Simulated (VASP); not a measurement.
# SnO2 (R3m) in VASP: notebook

The runs below take SnO2 through single point, with PBEsol.

Everything below comes from runs of VASP 6.6.1. Logs are shortened: lines on timing, memory, paths and dates and some standing lists are left out, and cuts for length are marked.

## 1. The cell of the first run

The typed cell holds 12 atoms: a = 5.524 Å, b = 5.524 Å, c = 5.524 Å, α = 67.69°, β = 67.69°, γ = 67.69°.

## 2. Single point, PBEsol (volume 11.561 Å^3 an atom, c/a of the conventional cell 2.0625)

Contents of INCAR:

```
SYSTEM = SnO2
PREC = Accurate ; ENCUT = 520
EDIFF = 1E-6 ; ISMEAR = 0
SIGMA = 0.05 ; LREAL = .FALSE.
LASPH = .TRUE. ; NELM = 80
ALGO = Normal ; ISIF = 2
LWAVE = .FALSE. ; LCHARG = .FALSE.
GGA = PS ; NBANDS = 64
```

Contents of KPOINTS:

```
regular mesh
0
G
  6 6 6
  0 0 0
```

Contents of POSCAR:

```
SnO2
1.0
    3.0767616055      1.7763691412      4.2305645835
   -3.0767616055      1.7763691412      4.2305645835
    0.0000000000     -3.5527382823      4.2305645836
Sn O
4 8
Direct
    0.8646807174      0.8646807174      0.8646807174
    0.3648245829      0.3648245829      0.8648190111
    0.3648245829      0.8648190111      0.3648245829
    0.8648190111      0.3648245829      0.3648245829
    0.1235003534      0.6233501671      0.6233501671
    0.6233501671      0.1235003534      0.6233501671
    0.6233501671      0.6233501671      0.1235003534
    0.6062113146      0.6062113146      0.6062113146
    0.1234715296      0.1234715296      0.1234715296
    0.1060883083      0.1060883083      0.6062369573
    0.1060883083      0.6062369573      0.1060883083
    0.6062369573      0.1060883083      0.1060883083
```

Potentials or basis: VASP PAW PBE potentials, release 64 (Sn_d, O).

Launch:

```console
> cat potpaw_PBE.64/Sn_d/POTCAR potpaw_PBE.64/O/POTCAR > POTCAR
> mpirun -np 1 vasp_std > vasp.out
```

OUTCAR:

```text
SYSTEM = SnO2
   PREC = Accurate
   ENCUT = 520
   EDIFF = 1E-6
   ISMEAR = 0
   LREAL = .FALSE.
   LASPH = .TRUE.
   NELM = 80
   ISIF = 2
   GGA = PS

 ion  position               nearest neighbor table
   1  0.865  0.865  0.865-   7 2.01   6 2.01   5 2.01  10 2.01  11 2.01  12 2.01   3 3.08   4 3.08
                             3 3.08   4 3.08   2 3.08   2 3.08
   2  0.365  0.365  0.865-   9 2.01  11 2.01  12 2.01   6 2.01   5 2.01   8 2.01   3 3.08   4 3.08
                             1 3.08   1 3.08   4 3.08   3 3.08
   3  0.365  0.865  0.365-   9 2.01  12 2.01  10 2.01   5 2.01   7 2.01   8 2.01   2 3.08   4 3.08
                             1 3.08   1 3.08   2 3.08   4 3.08
   4  0.865  0.365  0.365-   9 2.01  11 2.01  10 2.01   6 2.01   7 2.01   8 2.01   2 3.08   3 3.08
                             1 3.08   1 3.08   2 3.08   3 3.08
   5  0.124  0.623  0.623-   1 2.01   3 2.01   2 2.01
   6  0.623  0.124  0.623-   1 2.01   4 2.01   2 2.01
   7  0.623  0.623  0.124-   1 2.01   3 2.01   4 2.01
   8  0.606  0.606  0.606-   2 2.01   3 2.01   4 2.01
   9  0.123  0.123  0.123-   2 2.01   3 2.01   4 2.01
  10  0.106  0.106  0.606-   3 2.01   4 2.01   1 2.01
  11  0.106  0.606  0.106-   4 2.01   2 2.01   1 2.01
  12  0.606  0.106  0.106-   3 2.01   2 2.01   1 2.01

  LATTYP: Found a trigonal (rhomboedric) cell.
 ALAT       =     5.5244570772
 COS(alpha) =     0.3796475764

  Lattice vectors:

 A1 = (   3.0767616055,   1.7763691412,   4.2305645835)
 A2 = (  -3.0767616055,   1.7763691412,   4.2305645835)
 A3 = (   0.0000000000,  -3.5527382823,   4.2305645836)

Analysis of symmetry for initial positions (statically):
=====================================================================
 Subroutine PRICEL returns:
 Original cell was already a primitive cell.

 Routine SETGRP: Setting up the symmetry group for a
 trigonal (rhombohedral) supercell.

 Subroutine GETGRP returns: Found  6 space group operations
 (whereof  6 operations were pure point group operations)
 out of a pool of 12 trial point group operations.

The static configuration has the point symmetry C_3v.

Analysis of symmetry for dynamics (positions and initial velocities):
=====================================================================
 Subroutine PRICEL returns:
 Original cell was already a primitive cell.

 Routine SETGRP: Setting up the symmetry group for a
 trigonal (rhombohedral) supercell.

 Subroutine GETGRP returns: Found  6 space group operations
 (whereof  6 operations were pure point group operations)
 out of a pool of 12 trial point group operations.

The dynamic configuration has the point symmetry C_3v.

 Subroutine INISYM returns: Found  6 space group operations
 (whereof  6 operations are pure point group operations),
 and found     1 'primitive' translations

----------------------------------------------------------------------------------------

                                     Primitive cell

  volume of cell :     138.7320

  direct lattice vectors                    reciprocal lattice vectors
     3.076761606  1.776369141  4.230564583     0.162508528  0.093824342  0.078791690
    -3.076761606  1.776369141  4.230564583    -0.162508528  0.093824342  0.078791690
     0.000000000 -3.552738282  4.230564584     0.000000000 -0.187648685  0.078791690

  length of vectors
     5.524457077  5.524457077  5.524457077     0.203519432  0.203519432  0.203519432

  position of ions in fractional coordinates (direct lattice)
     0.864680717  0.864680717  0.864680717
     0.364824583  0.364824583  0.864819011
     0.364824583  0.864819011  0.364824583
     0.864819011  0.364824583  0.364824583
     0.123500353  0.623350167  0.623350167
     0.623350167  0.123500353  0.623350167
     0.623350167  0.623350167  0.123500353
     0.606211315  0.606211315  0.606211315
     0.123471530  0.123471530  0.123471530
     0.106088308  0.106088308  0.606236957
     0.106088308  0.606236957  0.106088308
     0.606236957  0.106088308  0.106088308

  ion indices of the primitive-cell ions
   primitive index   ion index
                 1           1
                 2           2
                 3           3
                 4           4
                 5           5
                 6           6
                 7           7
                 8           8
                 9           9
                10          10
                11          11
                12          12

----------------------------------------------------------------------------------------

 KPOINTS: regular mesh

Automatic generation of k-mesh.
 Grid dimensions read from file:
 generate k-points for:    6    6    6

 Generating k-lattice:

  Cartesian coordinates                     Fractional coordinates (reciprocal lattice)
     0.027084755  0.015637390  0.013131948     0.166666667 -0.000000000  0.000000000
    -0.027084755  0.015637390  0.013131948    -0.000000000  0.166666667  0.000000000
     0.000000000 -0.031274781  0.013131948     0.000000000  0.000000000  0.166666667

  Length of vectors
     0.033919905  0.033919905  0.033919905

  Shift w.r.t. Gamma in fractional coordinates (k-lattice)
     0.000000000  0.000000000  0.000000000

 Subroutine IBZKPT returns following result:
 ===========================================

 Found     32 irreducible k-points:

 Following reciprocal coordinates:
            Coordinates               Weight
  0.000000  0.000000  0.000000      1.000000
  0.166667 -0.000000 -0.000000      6.000000
  0.333333 -0.000000 -0.000000      6.000000
  0.500000 -0.000000 -0.000000      3.000000
  0.166667  0.166667 -0.000000      6.000000
  0.333333  0.166667 -0.000000     12.000000
[... 16 lines left out ...]
  0.500000  0.500000  0.166667      6.000000
 -0.333333  0.500000  0.166667     12.000000
 [... further k-points ...]
   k-points           NKPTS =     32   k-points in BZ     NKDIM =     32   number of bands    NBANDS=     64
   number of dos      NEDOS =    301   number of ions     NIONS =     12
   total plane-waves  NPLWV =  74088
   dimension x,y,z NGX =    42 NGY =   42 NGZ =   42
   dimension x,y,z NGXF=    84 NGYF=   84 NGZF=   84
   ions per type =               4   8
   NGX,Y,Z   is equivalent  to a cutoff of  12.64, 12.64, 12.64 a.u.
   NGXF,Y,Z  is equivalent  to a cutoff of  25.28, 25.28, 25.28 a.u.
 SYSTEM =  SnO2
   PREC   = accura    normal or accurate (medium, high low for compatibility)
   ISTART =      0    job   : 0-new  1-cont  2-samecut
   ICHARG =      2    charge: 1-file 2-atom 10-const
   ISPIN  =      1    spin polarized calculation?
   LNONCOLLINEAR =      F non collinear calculations
   LSORBIT =      F    spin-orbit coupling
   LASPH  =      T    aspherical Exc in radial PAW
   ENCUT  =  520.0 eV  38.22 Ry    6.18 a.u.  10.27 10.27 10.27*2*pi/ulx,y,z
   NELM   =     80;   NELMIN=  2; NELMDL= -5     # of ELM steps
   EDIFF  = 0.1E-05   stopping-criterion for ELM
   LREAL  =      F    real-space projection
   EDIFFG = 0.1E-04   stopping-criterion for IOM
   NSW    =      0    number of steps for IOM
   IBRION =     -1    ionic relax: 0-MD 1-quasi-New 2-CG
   NFREE  =      0    steps in history (QN), initial steepest desc. (CG)
   ISIF   =      2    stress and relaxation
   ISYM   =      2    0-nonsym 1-usesym 2-fastsym
   POTIM  = 0.5000    time-step for ionic-motion
   TEBEG  =    0.0;   TEEND  =   0.0 temperature during run
   PSTRESS=    0.0 pullay stress
   NELECT =     104.0000    total number of electrons
   NUPDOWN=      -1.0000    fix difference up-down
   EMIN   =  10.00;   EMAX   =-10.00  energy-range for DOS
   EFERMI =   0.00;   METHOD = LEGACY
   ISMEAR =     0;   SIGMA  =   0.05  broadening in eV -4-tet -1-fermi 0-gaus
   EFERMI_NEDOS =   21; number of points for ismear=-14 and -15
   IALGO  =     38    algorithm
   IMIX   =      4    mixing-type and parameters
     AMIX     =   0.40;   BMIX     =  1.00
     AMIX_MAG =   1.60;   BMIX_MAG =  1.00
  volume/ion in A,a.u.               =      11.56        78.02
  Fermi-wavevector in a.u.,A,eV,Ry     =   1.487169  2.810342 30.091629  2.211672
  Thomas-Fermi vector in A             =   2.600364
   LORBIT       =      0    0 simple, 1 ext, 2 COOP (PROOUT), +10 PAW based schemes
   GGA     = PS    functional components
   LHFCALC =     F    Hartree Fock is set to
   AEXX    =    0.0000 exact exchange contribution
   IVDW    =     0    specifies the selected vdW correction
   LEPSILON=     F    determine dielectric tensor
   LRPA    =     F    only Hartree local field effects (RPA)
 non-spin polarized calculation
 Gauss-broadening in eV      SIGMA  =   0.05
  energy-cutoff  :      520.00
  volume of cell :      138.73
 maximum number of plane-waves:      3748
 NGX is ok and might be reduce to    42
   NGX = 21   NGY = 21   NGZ = 21

 number of electron     104.0000007 magnetization

 Free energy of the ion-electron system (eV)
  ---------------------------------------------------
  ext. energy  EPLUGINS =         0.00000000
  ---------------------------------------------------
  free energy    TOTEN  =       -75.63919295 eV

  energy without entropy =      -75.63919295  energy(sigma->0) =      -75.63919295

 E-fermi :   6.2214     XC(G=0): -11.5523

 val. band max:        5.9452871025   @ k =   0.0000   0.0000   0.0000
 cond. band min:       8.7197225232   @ k =   0.0000   0.0000   0.0000
 fundamental gap:      2.7744354208
 Fermi energy:         6.2214137576

 k-point     1 :       0.0000    0.0000    0.0000
  band No.  band energies     occupation
      1     -15.1346      2.00000
      2     -15.1346      2.00000
      3     -15.1346      2.00000
      4     -14.5555      2.00000
      5     -13.7725      2.00000
      6     -13.7725      2.00000
[... 56 lines left out ...]
     63      17.8133      0.00000
     64      18.0208      0.00000

 k-point     2 :       0.1667   -0.0000   -0.0000
  band No.  band energies     occupation
      1     -15.0778      2.00000
      2     -15.0778      2.00000
      3     -15.0688      2.00000
      4     -14.4786      2.00000
      5     -13.8831      2.00000
      6     -13.7473      2.00000
[... 1530 lines left out ...]
     63      16.6255      0.00000
     64      16.7030      0.00000

 [... further k-points ...]
[... 5 lines left out ...]
  --------------------------------------------------------------------------------------
  -------------------------------------------------------------------------------------
  Total       31.2269920     31.2269920     15.7992507      0.0000000     -0.0000000      0.0000000
  in kB      360.6318566    360.6318566    182.4611575      0.0000000     -0.0000000      0.0000000
  external PRESSURE =     301.2416236 kB  Pullay stress =       0.0000000 kB

 VOLUME and BASIS-vectors are now :
 -----------------------------------------------------------------------------
  energy-cutoff  :      520.00
  volume of cell :      138.73
      direct lattice vectors                 reciprocal lattice vectors
     3.076761606  1.776369141  4.230564583     0.162508528  0.093824342  0.078791690
    -3.076761606  1.776369141  4.230564583    -0.162508528  0.093824342  0.078791690
     0.000000000 -3.552738282  4.230564584     0.000000000 -0.187648685  0.078791690

 POSITION                                       TOTAL-FORCE (eV/Angst)
 -----------------------------------------------------------------------------------
      0.00000      0.00000     10.97426         0.000000     -0.000000     -0.002492
      0.00000     -1.77635      6.74550         0.000000      0.000496      0.000576
     -1.53836      0.88817      6.74550         0.000429     -0.000248      0.000576
      1.53836      0.88817      6.74550        -0.000429     -0.000248      0.000576
     -1.53792     -0.88792      5.79672         0.000563      0.000325     -1.801845
      1.53792     -0.88792      5.79672        -0.000563      0.000325     -1.801845
      0.00000      1.77584      5.79672         0.000000     -0.000650     -1.801845
      0.00000      0.00000      7.69385         0.000000      0.000000      1.800473
      0.00000      0.00000      1.56706         0.000000     -0.000000     -1.804659
      0.00000     -1.77690      3.46235         0.000000     -0.000732      1.803495
     -1.53884      0.88845      3.46235        -0.000634      0.000366      1.803495
      1.53884      0.88845      3.46235         0.000634      0.000366      1.803495
 -----------------------------------------------------------------------------------
    total drift:                                0.000000     -0.000001     -0.003031

  FREE ENERGIE OF THE ION-ELECTRON SYSTEM (eV)
  ---------------------------------------------------
  free  energy   TOTEN  =       -75.6391929474 eV

  energy  without entropy=      -75.6391929474  energy(sigma->0) =      -75.63919295
```

It took 2.4 min on 1 thread of Intel Xeon 6975P-C (Granite Rapids), shared host; peak memory 0.38 GiB.

What came out:

```yaml
Free_energy: -75.6392 eV
Pressure: 30.1 GPa
Largest_force: 1.805 eV/Å
Band_gap_on_the_k_mesh: 2.77 eV
```

Forces on the atoms (eV/Å):
```
Sn   0.000  0.000 -0.002
Sn   0.000  0.000  0.001
Sn   0.000  0.000  0.001
Sn   0.000  0.000  0.001
O    0.001  0.000 -1.802
O   -0.001  0.000 -1.802
O    0.000 -0.001 -1.802
O    0.000  0.000  1.800
O    0.000  0.000 -1.805
O    0.000 -0.001  1.803
O   -0.001  0.000  1.803
O    0.001  0.000  1.803
```

Caveat: the PAW data sets were made with another functional, which shifts forces and pressure a little; spin-orbit coupling is left out, which moves the levels of the heavy elements.

## 3. Single point, PBEsol (volume 12.087 Å^3 an atom, c/a of the conventional cell 2.4742)

Contents of INCAR:

```
PREC = Accurate ; ENCUT = 520
EDIFF = 1E-6 ; ISMEAR = 0
SIGMA = 0.05 ; LREAL = False
LASPH = True ; NELM = 60
ALGO = Normal ; ISIF = 2
LWAVE = False ; LCHARG = False
GGA = PS ; NBANDS = 64
```

Contents of KPOINTS:

```
Automatic mesh
0
Gamma
  6 6 6
```

POSCAR, as its differences from that of step 2:

```diff
@@ -2,5 +2,5 @@
 1.0
-    3.0767616055      1.7763691412      4.2305645835
-   -3.0767616055      1.7763691412      4.2305645835
-    0.0000000000     -3.5527382823      4.2305645836
+    2.9389252074      1.6967892597      4.8476591655
+   -2.9389252074      1.6967892597      4.8476591655
+    0.0000000000     -3.3935785192      4.8476591655
 Sn O
```

Potentials or basis: VASP PAW PBE potentials, release 64 (Sn_d, O).

Launch:

```console
> cat potpaw_PBE.64/Sn_d/POTCAR potpaw_PBE.64/O/POTCAR > POTCAR
> mpirun -np 1 vasp_std > vasp.out
```

It took 3 min on 1 thread of Intel Xeon 6975P-C (Granite Rapids), shared host; peak memory 0.43 GiB.

Results (log left out):

* Free energy: -74.0013 eV
* Pressure: 34.2 GPa
* Largest force: 0.878 eV/Å
* Band gap on the k mesh: 3.45 eV

Forces on the atoms (eV/Å):
```
Sn   0.000  0.000  0.001
Sn   0.000  0.004  0.000
Sn   0.003 -0.002  0.000
Sn  -0.003 -0.002  0.000
O    0.002  0.001 -0.872
O   -0.002  0.001 -0.872
O    0.000 -0.002 -0.872
O    0.000  0.000  0.869
O    0.000  0.000 -0.878
O    0.000 -0.003  0.875
O   -0.002  0.001  0.875
O    0.002  0.001  0.875
```

Stress tensor (GPa, compression positive):
```
46.82  0.00  0.00
 0.00 46.82  0.00
 0.00  0.00  9.07
```

Levels at points of the mesh, in eV from the valence-band top:
```csv
k point,band 49,band 50,band 51,band 52,band 53,band 54,band 55,band 56
"(0.00, 0.00, 0.00)",-0.25,0.00,0.00,0.00,3.45,6.67,6.67,6.67
"(0.50, 0.00, 0.00)",-0.31,-0.31,-0.22,-0.22,5.98,5.98,7.57,7.57
"(0.50, 0.50, 0.00)",-0.33,-0.33,-0.08,-0.08,6.27,6.27,7.66,7.66
"(0.50, 0.50, 0.50)",-0.39,-0.39,-0.28,-0.28,4.71,6.75,7.14,7.14
```

Caveat: the PAW data sets were made with another functional, which shifts forces and pressure a little; spin-orbit coupling is left out, which moves the levels of the heavy elements.

## 4. Single point, PBEsol (volume 11.561 Å^3 an atom, c/a of the conventional cell 2.3285)

Contents of INCAR:

```
SYSTEM = SnO2
PREC = Accurate
ENCUT = 520
EDIFF = 1E-6
ISMEAR = 0
SIGMA = 0.05
LREAL = .False.
LASPH = .True.
NELM = 60
ALGO = Normal
ISIF = 2
LWAVE = .False.
LCHARG = .False.
GGA = PS
NBANDS = 64
```

Contents of KPOINTS:

```
Automatic mesh
0
Gamma
  6 6 6
  0 0 0
```

POSCAR, as its differences from that of step 3:

```diff
@@ -2,5 +2,5 @@
 1.0
-    2.9389252074      1.6967892597      4.8476591655
-   -2.9389252074      1.6967892597      4.8476591655
-    0.0000000000     -3.3935785192      4.8476591655
+    2.9548380327      1.7059765336      4.5868935727
+   -2.9548380327      1.7059765336      4.5868935727
+    0.0000000000     -3.4119530671      4.5868935728
 Sn O
```

Launch:

```console
> cat potpaw_PBE.64/Sn_d/POTCAR potpaw_PBE.64/O/POTCAR > POTCAR
> mpirun -np 1 vasp_std > vasp.out
```

It took 6.1 min on 1 thread of Intel Xeon Platinum 8259CL at 2.50GHz (Skylake/Cascade Lake), shared host; peak memory 0.43 GiB.

It converged, with:

| Quantity | Value |
| --- | --- |
| Free energy | -73.7899 eV |
| Pressure | 42.6 GPa |
| Largest force | 1.816 eV/Å |
| Band gap on the k mesh | 3.51 eV |

Forces on the atoms (eV/Å):
```
Sn   0.000  0.000 -0.001
Sn   0.000  0.003  0.000
Sn   0.003 -0.002  0.000
Sn  -0.003 -0.002  0.000
O    0.002  0.001 -1.811
O   -0.002  0.001 -1.811
O    0.000 -0.002 -1.811
O    0.000  0.000  1.807
O    0.000  0.000 -1.816
O    0.000 -0.003  1.813
O   -0.002  0.001  1.813
O    0.002  0.001  1.813
```

Stress tensor (GPa, compression positive):
```
54.46  0.00  0.00
 0.00 54.46  0.00
 0.00  0.00 18.82
```

Levels at points of the mesh, in eV from the valence-band top:
```csv
k point,band 49,band 50,band 51,band 52,band 53,band 54,band 55,band 56
"(0.00, 0.00, 0.00)",-0.33,0.00,0.00,0.00,3.51,6.65,6.85,6.85
"(0.50, 0.00, 0.00)",-0.46,-0.46,-0.20,-0.20,6.19,6.19,7.94,7.94
"(0.50, 0.50, 0.00)",-0.49,-0.49,-0.11,-0.11,6.55,6.55,7.99,7.99
"(0.50, 0.50, 0.50)",-0.53,-0.53,-0.50,-0.50,4.98,6.81,7.42,7.42
```

Caveat: the PAW data sets were made with another functional, which shifts forces and pressure a little; spin-orbit coupling is left out, which moves the levels of the heavy elements. A k mesh can miss the band edges.

## 5. The runs side by side

```csv
cell,gap on the mesh (eV),pressure (GPa),largest force (eV/Å)
"a = 5.524 Å, angles 67.7°, 12 atoms",2.77,30.1,1.80
"a = 5.917 Å, angles 59.6°, 12 atoms",3.45,34.2,0.88
"a = 5.717 Å, angles 62.2°, 12 atoms",3.51,42.6,1.82
```

Alike in all rows: task single point; level PBEsol; potentials or basis VASP PAW PBE potentials, release 64 (Sn_d, O); no spin polarisation; k mesh 6 × 6 × 6; cutoff (eV) 520; smearing gaussian 0.05 eV.

Caveats: the PAW data sets were made with another functional, which shifts forces and pressure a little; spin-orbit coupling is left out, which moves the levels of the heavy elements.

Absolute energies hang on the potentials; compare differences alone.
